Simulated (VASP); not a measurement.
# Mg2C (Fm-3m) in VASP: G0W0 quasiparticle levels with PBE

Aim: the G0W0 quasiparticle levels of Mg2C with PBE.

Program: VASP 6.6.1. These are calculated values, not measurements. Logs are shortened: lines on timing, memory, paths and dates and some standing lists are left out, and cuts for length are marked.

## Step 1: The cell of the first run

Symmetry: Fm-3m, No. 225, cubic system. Conventional cell: a = 5.422 Å, b = 5.422 Å, c = 5.422 Å, α = 90.00°, β = 90.00°, γ = 90.00°. Within 3.1 Å of C (site symmetry m-3m) lie 8 Mg at 2.35 Å. Within 3.1 Å of Mg (site symmetry -43m) lie 4 C at 2.35 Å and 6 Mg at 2.71 Å.

## Step 2: G0W0 quasiparticle levels, PBE

Input file POSCAR:

```
Mg2C
1.0
    0.0000000000      2.7109426093      2.7109426093
    2.7109426093      0.0000000000      2.7109426093
    2.7109426093      2.7109426093      0.0000000000
C Mg
1 2
Direct
    0.0000000000      0.0000000000      0.0000000000
    0.2500000000      0.2500000000      0.2500000000
    0.7500000000      0.7500000000      0.7500000000
```

Input file INCAR.step1:

```
  ALGO = Normal
  EDIFF = 1E-8
  ENCUT = 500
  GGA = PE
  ISMEAR = 0
  LASPH = T
  LCHARG = F
  LREAL = F
  LWAVE = T
  NELM = 100
  PREC = Accurate
  SIGMA = 0.01
```

Input file INCAR.step2:

```
  ALGO = Exact
  EDIFF = 1E-8
  ENCUT = 500
  GGA = PE
  ISMEAR = 0
  ISTART = 1
  LASPH = T
  LCHARG = F
  LOPTICS = T
  LREAL = F
  LWAVE = T
  NBANDS = 279
  NELM = 1
  PREC = Accurate
  SIGMA = 0.01
```

Input file INCAR.step3:

```
  ALGO = EVGW0
  EDIFF = 1E-8
  ENCUT = 500
  ENCUTGW = 200
  GGA = PE
  ISMEAR = 0
  ISTART = 1
  LASPH = T
  LCHARG = F
  LREAL = F
  LWAVE = F
  NBANDS = 279
  NBANDSGW = 12
  NELMGW = 1
  NOMEGA = 48
  PREC = Accurate
  PRECFOCK = Fast
  SIGMA = 0.01
```

Input file KPOINTS:

```
k-points
0
Gamma
  4 4 4
```

Potentials or basis: VASP PAW PBE potentials, release 64 (C_GW, Mg_GW).

Launch:

```sh
> cat potpaw_PBE.64/C_GW/POTCAR potpaw_PBE.64/Mg_GW/POTCAR > POTCAR
> cp INCAR.step1 INCAR
> mpirun -np 1 vasp_std > vasp.out
> cp INCAR.step2 INCAR
> mpirun -np 1 vasp_std > vasp.out
> cp INCAR.step3 INCAR
> mpirun -np 1 vasp_std > vasp.out
```

OUTCAR:

```text
EDIFF = 1E-8
   ENCUT = 500
   ENCUTGW = 200
   GGA = PE
   ISMEAR = 0
   ISTART = 1
   LASPH = T
   LREAL = F
   NELMGW = 1
   PREC = Accurate
   PRECFOCK = Fast

 ion  position               nearest neighbor table
   1  0.000  0.000  0.000-
   2  0.250  0.250  0.250-
   3  0.750  0.750  0.750-

  LATTYP: Found a face centered cubic cell.
 ALAT       =     5.4218852186

  Lattice vectors:

 A1 = (   0.0000000000,   2.7109426093,   2.7109426093)
 A2 = (   2.7109426093,   0.0000000000,   2.7109426093)
 A3 = (   2.7109426093,   2.7109426093,   0.0000000000)

Analysis of symmetry for initial positions (statically):
=====================================================================
 Subroutine PRICEL returns:
 Original cell was already a primitive cell.

 Routine SETGRP: Setting up the symmetry group for a
 face centered cubic supercell.

 Subroutine GETGRP returns: Found 48 space group operations
[... 9 lines left out ...]

 Routine SETGRP: Setting up the symmetry group for a
 face centered cubic supercell.

 Subroutine GETGRP returns: Found 48 space group operations
[... 11 lines left out ...]
                                     Primitive cell

  volume of cell :      39.8466

  direct lattice vectors                    reciprocal lattice vectors
     0.000000000  2.710942609  2.710942609    -0.184437693  0.184437693  0.184437693
     2.710942609  0.000000000  2.710942609     0.184437693 -0.184437693  0.184437693
     2.710942609  2.710942609  0.000000000     0.184437693  0.184437693 -0.184437693

  length of vectors
     3.833851805  3.833851805  3.833851805     0.319455455  0.319455455  0.319455455

  position of ions in fractional coordinates (direct lattice)
     0.000000000  0.000000000  0.000000000
     0.250000000  0.250000000  0.250000000
     0.750000000  0.750000000  0.750000000

  ion indices of the primitive-cell ions
   primitive index   ion index
                 1           1
                 2           2
                 3           3

----------------------------------------------------------------------------------------

 KPOINTS: k-points

Automatic generation of k-mesh.
 Grid dimensions read from file:
 generate k-points for:    4    4    4

 Generating k-lattice:

  Cartesian coordinates                     Fractional coordinates (reciprocal lattice)
    -0.046109423  0.046109423  0.046109423     0.250000000  0.000000000  0.000000000
     0.046109423 -0.046109423  0.046109423     0.000000000  0.250000000  0.000000000
     0.046109423  0.046109423 -0.046109423     0.000000000  0.000000000  0.250000000

  Length of vectors
     0.079863864  0.079863864  0.079863864

  Shift w.r.t. Gamma in fractional coordinates (k-lattice)
     0.000000000  0.000000000  0.000000000

 Subroutine IBZKPT returns following result:
 ===========================================

 Found      8 irreducible k-points:

 Following reciprocal coordinates:
            Coordinates               Weight
  0.000000  0.000000  0.000000      1.000000
  0.250000  0.000000  0.000000      8.000000
  0.500000  0.000000  0.000000      4.000000
  0.250000  0.250000  0.000000      6.000000
  0.500000  0.250000  0.000000     24.000000
 -0.250000  0.250000  0.000000     12.000000
  0.500000  0.500000  0.000000      3.000000
 -0.250000  0.500000  0.250000      6.000000
   k-points           NKPTS =      8   k-points in BZ     NKDIM =     64   number of bands    NBANDS=    279
   number of dos      NEDOS =    301   number of ions     NIONS =      3
   total plane-waves  NPLWV =  21952
   dimension x,y,z NGX =    28 NGY =   28 NGZ =   28
   dimension x,y,z NGXF=    56 NGYF=   56 NGZF=   56
   ions per type =               1   2
   NGX,Y,Z   is equivalent  to a cutoff of  12.14, 12.14, 12.14 a.u.
   NGXF,Y,Z  is equivalent  to a cutoff of  24.28, 24.28, 24.28 a.u.
 SYSTEM =  unknown system
   PREC   = accura    normal or accurate (medium, high low for compatibility)
   ISTART =      1    job   : 0-new  1-cont  2-samecut
   ICHARG =      0    charge: 1-file 2-atom 10-const
   ISPIN  =      1    spin polarized calculation?
   LNONCOLLINEAR =      F non collinear calculations
   LSORBIT =      F    spin-orbit coupling
   LASPH  =      T    aspherical Exc in radial PAW
   ENCUT  =  500.0 eV  36.75 Ry    6.06 a.u.   6.99  6.99  6.99*2*pi/ulx,y,z
   NELM   =     60;   NELMIN=  2; NELMDL=  0     # of ELM steps
   EDIFF  = 0.1E-07   stopping-criterion for ELM
   LREAL  =      F    real-space projection
   EDIFFG = 0.1E-06   stopping-criterion for IOM
   NSW    =      0    number of steps for IOM
   IBRION =     -1    ionic relax: 0-MD 1-quasi-New 2-CG
   NFREE  =      0    steps in history (QN), initial steepest desc. (CG)
   ISIF   =      0    stress and relaxation
   ISYM   =      3    0-nonsym 1-usesym 2-fastsym
   POTIM  = 0.5000    time-step for ionic-motion
   TEBEG  =    0.0;   TEEND  =   0.0 temperature during run
   PSTRESS=    0.0 pullay stress
   NELECT =       8.0000    total number of electrons
   NUPDOWN=      -1.0000    fix difference up-down
   EMIN   =  10.00;   EMAX   =-10.00  energy-range for DOS
   EFERMI =   0.00;   METHOD = LEGACY
   ISMEAR =     0;   SIGMA  =   0.01  broadening in eV -4-tet -1-fermi 0-gaus
   EFERMI_NEDOS =   21; number of points for ismear=-14 and -15
   IALGO  =     38    algorithm
   IMIX   =      4    mixing-type and parameters
     AMIX     =   0.40;   BMIX     =  1.00
     AMIX_MAG =   1.60;   BMIX_MAG =  1.00
  volume/ion in A,a.u.               =      13.28        89.63
  Fermi-wavevector in a.u.,A,eV,Ry     =   0.958608  1.811507 12.502799  0.918930
  Thomas-Fermi vector in A             =   2.087731
   LORBIT       =      0    0 simple, 1 ext, 2 COOP (PROOUT), +10 PAW based schemes
   GGA     = PE    functional components
   LHFCALC =     T    Hartree Fock is set to
   PRECFOCK=fast      Normal, Fast or Accurate (Low or Medium for compatibility)
   ENCUT4O =  -1.0   cutoff for four orbital integrals eV
   NKREDX  =     1    reduce k-point grid by
   NKREDY  =     1    reduce k-point grid by
   NKREDZ  =     1    reduce k-point grid by
   AEXX    =    1.0000 exact exchange contribution
   HFSCREEN=    0.0000 screening length (either q_TF or 0.3 A-1)
   HFSCREENC=   0.0000 screening length for correlation (either q_TF or 0.3 A-1)
   ENCUTFOCK=  -1.0 apply spherical cutoff to Coloumb kernel
   IVDW    =     0    specifies the selected vdW correction
   LEPSILON=     F    determine dielectric tensor
   LRPA    =     F    only Hartree local field effects (RPA)
   LRPAFORCE           =     F    calculate RPA forces
   ENCUTGW             = 200.0    cutoff for response function in eV
   ENCUTGWSOFT         = 160.0    soft cutoff for Coulomb kernel in GW response function in eV
   ENCUTLF             =  -1.0    cutoff for local field effects
   NELMGW              =     1    number of iterations in solving QP/BSE equation
   NELMHF              =     1    number of iterations in the inner HF iteration
   NKREDLFX            =     1    NKREDLFY  =   1   NKREDLFZ  =   1
 non-spin polarized calculation
 Gauss-broadening in eV      SIGMA  =   0.01
  energy-cutoff  :      500.00
  volume of cell :       39.85
 maximum number of plane-waves:      1036
  NGX = 16; NGY = 16; NGZ = 16
   NGX = 13   NGY = 13   NGZ = 13
 maximum number of plane-waves:       266

 QP shifts <psi_nk| G(iteration)W_0 |psi_nk>: iteration 1
 for sc-GW calculations column KS-energies equals QP-energies in previous step
 and V_xc(KS)=  KS-energies - (<T + V_ion + V_H > + <T+V_H+V_ion>^1  + <V_x>^1)

 k-point   1 :       0.0000    0.0000    0.0000
  band No.  KS-energies  QP-energies   sigma(KS)   V_xc(KS)     V^pw_x(r,r')   Z            occupation Imag(sigma)

      1      -6.9041      -7.5545     -12.7436     -11.7276     -19.3011       0.6401       2.0000       0.9326
      2       3.8103       3.2205     -13.7920     -12.9725     -15.3717       0.7196       2.0000      -0.1086
      3       3.8103       3.2205     -13.7920     -12.9725     -15.3717       0.7196       2.0000      -0.1086
      4       3.8103       3.2205     -13.7920     -12.9725     -15.3717       0.7196       2.0000      -0.1086
      5       5.2846       5.4364     -10.5978     -10.8028      -6.8043       0.7403       0.0000      -0.1904
      6      10.3756      10.6536      -8.4159      -8.7893      -3.6611       0.7447       0.0000      -0.2084
      7      10.3756      10.6536      -8.4159      -8.7893      -3.6611       0.7447       0.0000      -0.2084
      8      10.3756      10.6536      -8.4159      -8.7893      -3.6611       0.7447       0.0000      -0.2084
      9      13.4409      13.6735      -8.5001      -8.8169      -3.1626       0.7341       0.0000      -0.3022
     10      13.4409      13.6735      -8.5001      -8.8169      -3.1626       0.7341       0.0000      -0.3022
     11      14.4229      14.4251      -8.3318      -8.3348      -2.2162       0.7263       0.0000      -0.6610
     12      14.4229      14.4251      -8.3318      -8.3348      -2.2162       0.7263       0.0000      -0.6610

 k-point   2 :       0.2500    0.0000    0.0000
  band No.  KS-energies  QP-energies   sigma(KS)   V_xc(KS)     V^pw_x(r,r')   Z            occupation Imag(sigma)

      1      -6.2793      -6.9410     -13.0940     -12.0720     -19.4436       0.6474       2.0000       0.8051
      2       1.0042       0.3738     -12.0492     -11.1440     -14.4627       0.6965       2.0000      -0.0283
      3       3.5773       2.9750     -13.6194     -12.7832     -15.2651       0.7203       2.0000      -0.1102
      4       3.5773       2.9750     -13.6194     -12.7832     -15.2651       0.7203       2.0000      -0.1102
      5       6.9782       7.1790     -10.4331     -10.7039      -6.2345       0.7413       0.0000      -0.2093
      6      10.0531      10.3245     -10.0192     -10.3926      -4.9358       0.7268       0.0000      -0.2846
      7      10.2354      10.4637      -8.3674      -8.6727      -3.5528       0.7475       0.0000      -0.2300
      8      10.2354      10.4637      -8.3674      -8.6727      -3.5528       0.7475       0.0000      -0.2300
      9      12.5829      12.7951      -8.4769      -8.7678      -3.1146       0.7294       0.0000      -0.3202
     10      12.5829      12.7951      -8.4769      -8.7678      -3.1146       0.7294       0.0000      -0.3202
     11      13.8384      13.9628      -8.2254      -8.3935      -2.4628       0.7396       0.0000      -0.5150
     12      18.2678      18.3605      -8.9678      -9.0938      -2.3277       0.7352       0.0000      -0.9661
[... 68 lines left out ...]
      1      -4.8665      -5.5517     -14.3574     -13.3000     -20.2817       0.6480       2.0000       0.5461
      2      -0.2585      -0.9062     -11.4034     -10.4701     -14.4369       0.6940       2.0000       0.0822
      3       2.2693       1.5894     -12.6885     -11.7301     -14.7882       0.7095       2.0000      -0.0848
      4       2.2693       1.5894     -12.6885     -11.7301     -14.7882       0.7095       2.0000      -0.0848
      5       4.5016       4.5119      -8.1355      -8.1491      -4.5658       0.7636       0.0000      -0.1710
      6       7.8919       8.2103      -8.2013      -8.6167      -3.9675       0.7666       0.0000      -0.1733
      7      12.8102      13.1941     -12.1900     -12.7521      -5.6994       0.6830       0.0000      -0.4843
      8      13.1466      13.3709     -10.3097     -10.6333      -3.9684       0.6932       0.0000      -0.4890
      9      13.1466      13.3709     -10.3097     -10.6333      -3.9684       0.6932       0.0000      -0.4890
     10      17.1269      17.2213      -8.2631      -8.3941      -1.8599       0.7205       0.0000      -0.6929
     11      17.5208      17.6535      -9.9451     -10.1314      -3.2456       0.7123       0.0000      -0.8727
     12      20.0487      20.4443      -9.2842      -9.8207      -3.1830       0.7373       0.0000      -0.7511

 k-point   8 :      -0.2500    0.5000    0.2500
  band No.  KS-energies  QP-energies   sigma(KS)   V_xc(KS)     V^pw_x(r,r')   Z            occupation Imag(sigma)

      1      -4.8209      -5.5151     -14.4368     -13.3869     -20.3621       0.6611       2.0000       0.5508
      2       0.7284       0.0830     -11.7240     -10.7957     -14.3235       0.6952       2.0000      -0.0048
      3       0.7284       0.0830     -11.7240     -10.7957     -14.3235       0.6952       2.0000      -0.0048
      4       1.3468       0.6949     -11.2732     -10.3519     -13.3411       0.7076       2.0000      -0.0515
      5       6.9911       7.0884     -10.2451     -10.3769      -6.2188       0.7382       0.0000      -0.2176
      6       9.9871      10.1564      -8.7723      -9.0036      -3.6664       0.7322       0.0000      -0.2610
      7      10.7495      11.1302     -10.1485     -10.6734      -5.0199       0.7253       0.0000      -0.2714
      8      10.7495      11.1302     -10.1485     -10.6734      -5.0199       0.7253       0.0000      -0.2714
      9      14.1031      14.3029      -9.5923      -9.8762      -3.2761       0.7035       0.0000      -0.5164
     10      14.1031      14.3029      -9.5923      -9.8762      -3.2761       0.7035       0.0000      -0.5164
     11      18.9678      19.1123      -9.8032     -10.0036      -3.3162       0.7210       0.0000      -0.9191
     12      20.0298      20.1910     -10.0387     -10.2675      -2.7089       0.7043       0.0000      -1.1389
```

It took 4.9 min on 1 thread of Intel Xeon 8259CL, shared host; peak memory 0.56 GiB.

What came out:

```yaml
Band_gap_on_the_k_mesh_mean-field_level: 0.69 eV, indirect (least direct gap 1.47 eV)
Quasiparticle_gap: 1.29 eV
Least_direct_quasiparticle_gap: 2.22 eV
```

Caveat: the k points lie up to 0.50 Å⁻¹ apart; bands, screening cutoff and mesh are small and nothing is extrapolated, so the quasiparticle values aren't converged. A k mesh can miss the band edges.
